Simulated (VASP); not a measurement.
Crystal: InGaSe.

```
In Ga Se
1.0
     3.51206    0.00000    0.00000
     0.00000    3.51206    0.00000
     0.00000    0.00000    6.01218
In Ga Se
1 1 1
Cartesian
  0.0000 0.0000 0.0000
  1.7560 1.7560 0.0000
  1.7560 1.7560 3.0061
```

- Program: VASP 6.6.1
- Task: relaxation of cell and atoms
- Functional: PBE
- Potentials or basis: VASP PAW PBE potentials, release 64 (In_d, Ga_d, Se)
- Cutoff: 600 eV
- k mesh: 6 × 6 × 4
- Occupations: gaussian, width 0.1 eV
- Spin: no spin polarisation

At the start: pressure 10.3 GPa; volume 24.72 Å³/atom.

Task: How do energy, volume and symmetry change on relaxing?

Result: Over 10 steps the energy falls by 598.6 meV/atom and the volume is 28.05 Å³/atom (+13.5 %); space group P4/mmm (No. 123, to 0.05 Å).

The path:
```
step  energy change (eV)  largest force (eV/Å)  pressure (GPa)  volume (Å³)
   1              0.0000                0.0000           10.27        74.16
   2             -1.3474                0.0000           -3.42        91.18
   3             -1.4256                0.0000           -3.99        94.23
   4             -1.5222                0.0000           -3.91       100.26
   5             -1.6530                0.0000            1.33        90.48
   6             -1.7359                0.0000           -1.09        93.90
   7             -1.7585                0.0000           -0.78        91.13
   8             -1.7947                0.0000           -0.23        84.99
   9             -1.7932                0.0000            0.40        82.64
  10             -1.7957                0.0000           -0.06        84.16
```

Final structure:
```
In Ga Se
1.0
     4.10135    0.00000    0.00000
     0.00000    4.10135    0.00000
     0.00000    0.00000    5.00355
In Ga Se
1 1 1
Direct
  0.00000 0.00000 0.00000
  0.50000 0.50000 0.00000
  0.50000 0.50000 0.50000
```
